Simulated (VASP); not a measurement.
A run of VASP 6.6.1:

Contents of INCAR:

```
PREC = Accurate
ENCUT = 520
EDIFF = 1E-6
ISMEAR = -1
SIGMA = 0.1
LREAL = False
LASPH = True
NELM = 60
ALGO = Normal
ISIF = 2
LWAVE = False
LCHARG = False
GGA = RP
NBANDS = 19
```

The input KPOINTS:

```
regular mesh
0
Gamma
  19 19 9
```

POSCAR

```
Cd
1.0
    3.1387963299      0.0000000000      0.0000000000
   -1.5693981649      2.7182773590      0.0000000000
    0.0000000000      0.0000000000      6.2133449149
Cd
2
Direct
    0.3333333333      0.6666666667      0.2500000000
    0.6666666667      0.3333333333      0.7500000000
```

Potentials or basis: VASP PAW PBE potentials, release 64 (Cd).

Command:

```console
$ cat potpaw_PBE.64/Cd/POTCAR > POTCAR
$ mpirun -np 1 vasp_std > vasp.out
```

Hardware: 1 thread of Intel(R) Xeon(R) Platinum 8259CL CPU @ 2.50GHz (Skylake/Cascade Lake) (shared host).

Problem. Estimate the wall time of this run.

Solution. Run time: 72 s on 1 thread of Intel(R) Xeon(R) Platinum 8259CL CPU @ 2.50GHz (Skylake/Cascade Lake), with other jobs on the host, peak memory 0.29 GiB. Counts: scf iterations 11, k points 200.
